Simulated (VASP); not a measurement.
**KF: single point with PBE**

The system is KF.

```
CELL_PARAMETERS angstrom
0.00000 2.83183 2.83183
2.83183 0.00000 2.83183
2.83183 2.83183 0.00000
ATOMIC_POSITIONS crystal
K 0.00000 0.00000 0.00000
F 0.50000 0.50000 0.50000
```

This cell differs from its parent crystal: Br replaced by F, lengths x 0.883, strained.

- Program: VASP 6.6.1
- Task: single point
- Functional: PBE
- Potentials or basis: VASP PAW PBE potentials, release 64 (K_sv, F)
- Cutoff: 520 eV
- k mesh: 8 × 8 × 8
- Occupations: gaussian, width 0.02 eV
- Spin: no spin polarisation

The pressure is -2.8 GPa and the band gap on the k mesh is 5.34 eV, direct.

Levels at points of the mesh, in eV from the valence-band top:
| k point | band 5 | band 6 | band 7 | band 8 | band 9 | band 10 | band 11 | band 12 |
| --- | --- | --- | --- | --- | --- | --- | --- | --- |
| (0.00, 0.00, 0.00) | -10.01 | 0.00 | 0.00 | 0.00 | 5.34 | 10.16 | 10.16 | 10.16 |
| (0.50, 0.00, 0.00) | -10.04 | -0.62 | -0.23 | -0.23 | 8.33 | 9.38 | 11.25 | 11.25 |
| (0.50, 0.50, 0.00) | -10.13 | -0.26 | -0.08 | -0.08 | 8.00 | 9.36 | 10.49 | 12.68 |

Run time: 17 s on 1 thread of Intel(R) Xeon(R) Platinum 8488C (Sapphire Rapids) (shared host), peak memory 0.17 GiB.

Caveat: the cell differs from its parent crystal (Br replaced by F, lengths x 0.883, strained). A k mesh can miss the band edges.
